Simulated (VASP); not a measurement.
Runs of VASP 6.6.1 on GaN. The structure is that of space group F-43m (No. 216), or close to it. The cells are those of the table. 

| level | cell | k mesh | smearing | gap on the mesh (eV) | pressure (GPa) |
| --- | --- | --- | --- | --- | --- |
| PBE | a = 3.182, b = 3.182, c = 3.149 Å, angles 60.3, 60.3, 59.3°, 2 atoms | 6 × 6 × 6 | gaussian 0.01 eV | 1.79 | 8.1 |
| PBE | a = 3.212 Å, angles 60.0°, 2 atoms | 6 × 6 × 6 | gaussian 0.01 eV | 1.57 | 0.7 |
| PBE | a = 3.190 Å, angles 62.5°, 2 atoms | 6 × 6 × 6 | gaussian 0.01 eV | (a) | -4.4 |
| PBE | a = 3.180, b = 3.229, c = 3.229 Å, angles 59.0, 60.5, 60.5°, 2 atoms | 6 × 6 × 6 | gaussian 0.01 eV | 1.52 | 0.7 |
| r2SCAN | a = 3.180 Å, angles 60.0°, 2 atoms | 10 × 10 × 10 | gaussian 0.01 eV | (b) | 1.1 |
| r2SCAN | a = 3.212 Å, angles 60.0°, 2 atoms | 10 × 10 × 10 | gaussian 0.01 eV | 1.96 | -4.5 |
| PBE | a = 3.212 Å, angles 60.0°, 2 atoms | 10 × 10 × 10 | fermi-dirac 0.02 eV | 1.57 | 0.7 |
| PBE | a = 3.180 Å, angles 60.0°, 2 atoms | 6 × 6 × 6 | gaussian 0.01 eV | 1.76 | 6.2 |

Alike in all rows: task single point; potentials or basis VASP PAW PBE potentials, release 64 (Ga_d, N); no spin polarisation; cutoff (eV) 520.

Fill in the values left out.

(a) 1.11; (b) 2.16.

Caveats: the PAW data sets were made with another functional, which shifts forces and pressure a little (some runs).

A k mesh can miss the band edges, and the runs leave out spin-orbit coupling on Ga.
